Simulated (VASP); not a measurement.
# Al in VASP: relaxation of the atoms with LDA

Aim: the relaxation of the atoms of Al with LDA.

Everything below comes from runs of VASP 6.6.1. Logs are shortened: lines on timing, memory, paths and dates and some standing lists are left out, and cuts for length are marked.

### 1 The cell of the first run

The cell holds a slab with vacuum, 5 atoms: a = 2.817 Å, b = 3.984 Å, c = 21.634 Å, α = 90.00°, β = 90.00°, γ = 90.00°.

### 2 Relaxation of the atoms, LDA

Input file INCAR:

```
SYSTEM = Al
PREC = Accurate ; ENCUT = 450
EDIFF = 1E-7 ; ISMEAR = -1
SIGMA = 0.05 ; LREAL = .FALSE.
LASPH = .TRUE. ; NELM = 120
ALGO = Normal ; ISIF = 2
LWAVE = .FALSE. ; LCHARG = .FALSE.
LDIPOL = .TRUE. ; IDIPOL = 3
DIPOL = 0.5 0.5 0.500 ; IBRION = 2
NSW = 60 ; EDIFFG = -0.01
GGA_COMPAT = .FALSE. ; NELMIN = 4
NELMDL = -8
```

Input file KPOINTS:

```
regular mesh
0
G
  13 9 1
  0 0 0
```

Input file POSCAR:

```
Al
1.0
    2.8168008949      0.0000000000      0.0000000000
    0.0000000000      3.9835580280      0.0000000000
    0.0000000000      0.0000000000     21.6336000000
Al
5
Direct
    0.0000000000      0.0000000000      0.3697950923
    0.5000000000      0.5000000000      0.4348975459
    0.0000000000      0.0000000000      0.5000000000
    0.5000000000      0.5000000000      0.5651024541
    0.0000000000      0.0000000000      0.6302049077
```

Potentials or basis: VASP PAW LDA potentials, release 64 (Al).

Run with:

```bash
> cat potpaw_LDA.64/Al/POTCAR > POTCAR
> mpirun -np 1 vasp_std > vasp.out
```

OUTCAR:

```text
SYSTEM = Al
   PREC = Accurate
   ENCUT = 450
   EDIFF = 1E-7
   ISMEAR = -1
   LREAL = .FALSE.
   LASPH = .TRUE.
   NELM = 120
   ISIF = 2
   IBRION = 2
   NSW = 60
   EDIFFG = -0.01
   NELMIN = 4
   NELMDL = -8

 ion  position               nearest neighbor table
   1  0.000  0.000  0.370-   3 2.82   2 2.82   2 2.82   2 2.82   2 2.82
   2  0.500  0.500  0.435-   1 2.82   1 2.82   1 2.82   1 2.82   3 2.82   3 2.82   3 2.82   3 2.82
                             4 2.82
   3  0.000  0.000  0.500-   1 2.82   5 2.82   4 2.82   2 2.82   2 2.82   4 2.82   2 2.82   4 2.82
                             2 2.82   4 2.82
   4  0.500  0.500  0.565-   5 2.82   5 2.82   5 2.82   5 2.82   3 2.82   3 2.82   3 2.82   3 2.82
                             2 2.82
   5  0.000  0.000  0.630-   3 2.82   4 2.82   4 2.82   4 2.82   4 2.82

  LATTYP: Found a simple orthorhombic cell.
 ALAT       =     2.8168008949
 B/A-ratio  =     1.4142135623
 C/A-ratio  =     7.6802020474

  Lattice vectors:

 A1 = (   2.8168008949,   0.0000000000,   0.0000000000)
 A2 = (   0.0000000000,   3.9835580280,   0.0000000000)
 A3 = (   0.0000000000,   0.0000000000,  21.6336000000)

Analysis of symmetry for initial positions (statically):
=====================================================================
 Subroutine PRICEL returns:
 Original cell was already a primitive cell.

 Routine SETGRP: Setting up the symmetry group for a
 simple orthorhombic supercell.

 Subroutine GETGRP returns: Found  8 space group operations
 (whereof  8 operations were pure point group operations)
 out of a pool of  8 trial point group operations.

The static configuration has the point symmetry D_2h.

Analysis of symmetry for dynamics (positions and initial velocities):
=====================================================================
 Subroutine PRICEL returns:
 Original cell was already a primitive cell.

 Routine SETGRP: Setting up the symmetry group for a
 simple orthorhombic supercell.

 Subroutine GETGRP returns: Found  8 space group operations
 (whereof  8 operations were pure point group operations)
 out of a pool of  8 trial point group operations.

The dynamic configuration has the point symmetry D_2h.

 Subroutine INISYM returns: Found  8 space group operations
 (whereof  8 operations are pure point group operations),
 and found     1 'primitive' translations

----------------------------------------------------------------------------------------

                                     Primitive cell

  volume of cell :     242.7482

  direct lattice vectors                    reciprocal lattice vectors
     2.816800895  0.000000000  0.000000000     0.355012668  0.000000000  0.000000000
     0.000000000  3.983558028  0.000000000     0.000000000  0.251031865  0.000000000
     0.000000000  0.000000000 21.633600000     0.000000000  0.000000000  0.046224392

  length of vectors
     2.816800895  3.983558028 21.633600000     0.355012668  0.251031865  0.046224392

  position of ions in fractional coordinates (direct lattice)
     0.000000000  0.000000000  0.369795092
     0.500000000  0.500000000  0.434897546
     0.000000000  0.000000000  0.500000000
     0.500000000  0.500000000  0.565102454
     0.000000000  0.000000000  0.630204908

  ion indices of the primitive-cell ions
   primitive index   ion index
                 1           1
                 2           2
                 3           3
                 4           4
                 5           5

----------------------------------------------------------------------------------------

 KPOINTS: regular mesh

Automatic generation of k-mesh.
 Grid dimensions read from file:
 generate k-points for:   13    9    1

 Generating k-lattice:

  Cartesian coordinates                     Fractional coordinates (reciprocal lattice)
     0.027308667  0.000000000  0.000000000     0.076923077  0.000000000  0.000000000
     0.000000000  0.027892429  0.000000000     0.000000000  0.111111111  0.000000000
     0.000000000  0.000000000  0.046224392     0.000000000  0.000000000  1.000000000

  Length of vectors
     0.027308667  0.027892429  0.046224392

  Shift w.r.t. Gamma in fractional coordinates (k-lattice)
     0.000000000  0.000000000  0.000000000

 Subroutine IBZKPT returns following result:
 ===========================================

 Found     35 irreducible k-points:

 Following reciprocal coordinates:
            Coordinates               Weight
  0.000000  0.000000  0.000000      1.000000
  0.076923  0.000000  0.000000      2.000000
  0.153846  0.000000  0.000000      2.000000
  0.230769  0.000000  0.000000      2.000000
  0.307692  0.000000  0.000000      2.000000
  0.384615  0.000000  0.000000      2.000000
[... 16 lines left out ...]
  0.076923  0.333333  0.000000      4.000000
  0.153846  0.333333  0.000000      4.000000
 [... further k-points ...]
   k-points           NKPTS =     35   k-points in BZ     NKDIM =     35   number of bands    NBANDS=     11
   number of dos      NEDOS =    301   number of ions     NIONS =      5
   total plane-waves  NPLWV =  84000
   dimension x,y,z NGX =    20 NGY =   28 NGZ =  150
   dimension x,y,z NGXF=    40 NGYF=   56 NGZF=  300
   ions per type =               5
   NGX,Y,Z   is equivalent  to a cutoff of  11.80, 11.69, 11.53 a.u.
   NGXF,Y,Z  is equivalent  to a cutoff of  23.61, 23.37, 23.05 a.u.
 SYSTEM =  Al
   PREC   = accura    normal or accurate (medium, high low for compatibility)
   ISTART =      0    job   : 0-new  1-cont  2-samecut
   ICHARG =      2    charge: 1-file 2-atom 10-const
   ISPIN  =      1    spin polarized calculation?
   LNONCOLLINEAR =      F non collinear calculations
   LSORBIT =      F    spin-orbit coupling
   LASPH  =      T    aspherical Exc in radial PAW
   ENCUT  =  450.0 eV  33.07 Ry    5.75 a.u.   4.87  6.89 37.42*2*pi/ulx,y,z
   NELM   =    120;   NELMIN=  4; NELMDL= -8     # of ELM steps
   EDIFF  = 0.1E-06   stopping-criterion for ELM
   LREAL  =      F    real-space projection
   EDIFFG = -.1E-01   stopping-criterion for IOM
   NSW    =     60    number of steps for IOM
   IBRION =      2    ionic relax: 0-MD 1-quasi-New 2-CG
   NFREE  =      1    steps in history (QN), initial steepest desc. (CG)
   ISIF   =      2    stress and relaxation
   ISYM   =      2    0-nonsym 1-usesym 2-fastsym
   POTIM  = 0.5000    time-step for ionic-motion
   TEBEG  =    0.0;   TEEND  =   0.0 temperature during run
   PSTRESS=    0.0 pullay stress
   NELECT =      15.0000    total number of electrons
   NUPDOWN=      -1.0000    fix difference up-down
   EMIN   =  10.00;   EMAX   =-10.00  energy-range for DOS
   EFERMI =   0.00;   METHOD = LEGACY
   ISMEAR =    -1;   SIGMA  =   0.05  broadening in eV -4-tet -1-fermi 0-gaus
   EFERMI_NEDOS =   21; number of points for ismear=-14 and -15
   IALGO  =     38    algorithm
   IMIX   =      4    mixing-type and parameters
     AMIX     =   0.40;   BMIX     =  1.00
     AMIX_MAG =   1.60;   BMIX_MAG =  1.00
  volume/ion in A,a.u.               =      48.55       327.63
  Fermi-wavevector in a.u.,A,eV,Ry     =   0.647222  1.223072  5.699429  0.418896
  Thomas-Fermi vector in A             =   1.715460
   LORBIT       =      0    0 simple, 1 ext, 2 COOP (PROOUT), +10 PAW based schemes
   GGA     = CA    functional components
   LHFCALC =     F    Hartree Fock is set to
   AEXX    =    0.0000 exact exchange contribution
   IVDW    =     0    specifies the selected vdW correction
   LEPSILON=     F    determine dielectric tensor
   LRPA    =     F    only Hartree local field effects (RPA)
 conjugate gradient relaxation of ions
 non-spin polarized calculation
  energy-cutoff  :      450.00
  volume of cell :      242.75
 maximum number of plane-waves:      5319
 NGX is ok and might be reduce to    20
   NGX =  9   NGY = 13   NGZ = 75

--------------------------------------- Ionic step        1  -------------------------------------------

 number of electron      15.0000001 magnetization

 Free energy of the ion-electron system (eV)
  ---------------------------------------------------
  ext. energy  EPLUGINS =         0.00000000
  ---------------------------------------------------
  free energy    TOTEN  =       -19.33474683 eV

  energy without entropy =      -19.31253679  energy(sigma->0) =      -19.32364181

------------------------ aborting loop because EDIFF is reached ----------------------------------------

  FORCE on cell =-STRESS in cart. coord.  units (eV):
  Direction    XX          YY          ZZ          XY          YZ          ZX
  --------------------------------------------------------------------------------------
  -------------------------------------------------------------------------------------
  Total       -2.1404317     -1.0920214     -1.4832268     -0.0000000      0.0000000      0.0000000
  in kB      -14.1271926     -7.2075165     -9.7895347     -0.0000000      0.0000000      0.0000000
  external PRESSURE =     -10.3747479 kB  Pullay stress =       0.0000000 kB
[... 258 lines left out ...]
  energy  without entropy=      -19.3575266220  energy(sigma->0) =      -19.36439881

--------------------------------------- Ionic step        8  -------------------------------------------

 number of electron      15.0000001 magnetization

 E-fermi :  -0.0019     XC(G=0):  -4.3710

 val. band max:       -0.0242141563   @ k =   0.3077   0.2222   0.0000
 cond. band min:       0.1062427222   @ k =   0.4615   0.3333   0.0000
 fundamental gap:      0.1304568785
 Fermi energy:        -0.0018623785

 k-point     1 :       0.0000    0.0000    0.0000
  band No.  band energies     occupation
      1     -10.9686      2.00000
      2      -9.1973      2.00000
      3      -6.3768      2.00000
      4      -3.4429      2.00000
      5      -2.6332      2.00000
      6      -1.1393      2.00000
      7      -1.0126      2.00000
      8      -0.6935      2.00000
      9       0.6472      0.00000
     10       1.7859      0.00000
     11       2.1746      0.00000
[... 309 lines left out ...]
 k-point    24 :       0.1538    0.3333    0.0000
  band No.  band energies     occupation
      1      -9.5130      2.00000
      2      -7.7767      2.00000
      3      -6.5064      2.00000
      4      -4.9543      2.00000
      5      -4.7256      2.00000
      6      -2.1505      2.00000
      7      -1.9712      2.00000
      8       0.8229      0.00000
      9       1.3794      0.00000
     10       2.7153      0.00000
     11       3.4270      0.00000

 [... further k-points ...]
[... 5 lines left out ...]
  --------------------------------------------------------------------------------------
  -------------------------------------------------------------------------------------
  Total       -1.1321107     -0.1861490      0.0842587      0.0000000      0.0000000      0.0000000
  in kB       -7.4721119     -1.2286132      0.5561207      0.0000000      0.0000000      0.0000000
  external PRESSURE =      -2.7148681 kB  Pullay stress =       0.0000000 kB
[... 24 lines left out ...]
  energy  without entropy=      -19.3623672816  energy(sigma->0) =      -19.36831417

--------------------------------------- Ionic step        9  -------------------------------------------

 number of electron      15.0000001 magnetization

 dipolmoment           0.000000      0.000000      0.000000 electrons x Angstroem

 Free energy of the ion-electron system (eV)
  ---------------------------------------------------
  ext. energy  EPLUGINS =         0.00000000
  ---------------------------------------------------
  free energy    TOTEN  =       -19.37467885 eV

  energy without entropy =      -19.36257496  energy(sigma->0) =      -19.36862690

 E-fermi :   0.0054     XC(G=0):  -4.3784

 val. band max:       -0.0121069037   @ k =   0.3077   0.2222   0.0000
 cond. band min:       0.1103814582   @ k =   0.2308   0.2222   0.0000
 fundamental gap:      0.1224883619
 Fermi energy:         0.0054406775

 k-point     1 :       0.0000    0.0000    0.0000
  band No.  band energies     occupation
      1     -10.9651      2.00000
      2      -9.1825      2.00000
      3      -6.3790      2.00000
      4      -3.4474      2.00000
      5      -2.6294      2.00000
      6      -1.1352      2.00000
      7      -0.9936      2.00000
      8      -0.7066      2.00000
      9       0.6618      0.00000
     10       1.7868      0.00000
     11       2.1654      0.00000
[... 309 lines left out ...]
 k-point    24 :       0.1538    0.3333    0.0000
  band No.  band energies     occupation
      1      -9.5093      2.00000
      2      -7.7619      2.00000
      3      -6.5048      2.00000
      4      -4.9552      2.00000
      5      -4.7111      2.00000
      6      -2.1529      2.00000
      7      -1.9721      2.00000
      8       0.8133      0.00000
      9       1.3793      0.00000
     10       2.7188      0.00000
     11       3.4226      0.00000

 [... further k-points ...]

------------------------ aborting loop because EDIFF is reached ----------------------------------------

 vacuum level on the upper side and lower side of the slab       (xc-potential included)        -0.012        -0.012

  FORCE on cell =-STRESS in cart. coord.  units (eV):
  Direction    XX          YY          ZZ          XY          YZ          ZX
  --------------------------------------------------------------------------------------
  -------------------------------------------------------------------------------------
  Total       -1.1677352     -0.2116690      0.0139278      0.0000000      0.0000000      0.0000000
  in kB       -7.7072394     -1.3970491      0.0919258      0.0000000      0.0000000      0.0000000
  external PRESSURE =      -3.0041209 kB  Pullay stress =       0.0000000 kB

 VOLUME and BASIS-vectors are now :
 -----------------------------------------------------------------------------
  energy-cutoff  :      450.00
  volume of cell :      242.75
      direct lattice vectors                 reciprocal lattice vectors
     2.816800895  0.000000000  0.000000000     0.355012668  0.000000000  0.000000000
     0.000000000  3.983558028  0.000000000     0.000000000  0.251031865  0.000000000
     0.000000000  0.000000000 21.633600000     0.000000000  0.000000000  0.046224392
[... 11 lines left out ...]
  FREE ENERGIE OF THE ION-ELECTRON SYSTEM (eV)
  ---------------------------------------------------
  free  energy   TOTEN  =       -19.3746788459 eV

  energy  without entropy=      -19.3625749637  energy(sigma->0) =      -19.36862690

 reached required accuracy - stopping structural energy minimisation

 vacuum level on the upper side and lower side of the slab         4.093         4.093
```

Wall time 6 min (1 thread of Oxide Virtual Turin-like, shared host); peak memory 0.22 GiB.

What came out:

* Free energy: -19.3747 eV
* Energy gained by relaxing: 8.0 meV/atom
* Ionic steps: 9
* Largest force after relaxing: 0.009 eV/Å
* Band gap on the k mesh: zero (an odd number of electrons rules out a gap without spin polarisation)

Forces in eV/Å, atoms in the order of the input:
```
Al   0.000  0.000 -0.008
Al   0.000  0.000  0.009
Al   0.000  0.000  0.000
Al   0.000  0.000 -0.009
Al   0.000  0.000  0.008
```

The path:
| step | energy change (eV) | largest force (eV/Å) | pressure (GPa) |
| --- | --- | --- | --- |
| 1 | 0.0000 | 0.3194 | -1.04 |
| 2 | -0.0102 | 0.2801 | -0.95 |
| 3 | -0.0299 | 0.1431 | -0.67 |
| 4 | -0.0051 | 0.3451 | -0.04 |
| 5 | -0.0326 | 0.1384 | -0.54 |
| 6 | -0.0327 | 0.1479 | -0.52 |
| 7 | -0.0365 | 0.1142 | -0.43 |
| 8 | -0.0395 | 0.0378 | -0.27 |
| 9 | -0.0399 | 0.0092 | -0.30 |

Final structure:
```
Al
1.0
     2.81680    0.00000    0.00000
     0.00000    3.98356    0.00000
     0.00000    0.00000   21.63360
Al
5
Direct
  0.00000 0.00000 0.37493
  0.50000 0.50000 0.43515
  0.00000 0.00000 0.50000
  0.50000 0.50000 0.56485
  0.00000 0.00000 0.62507
```

The gap in the log of VASP goes by the Fermi energy; the results here count the filled bands.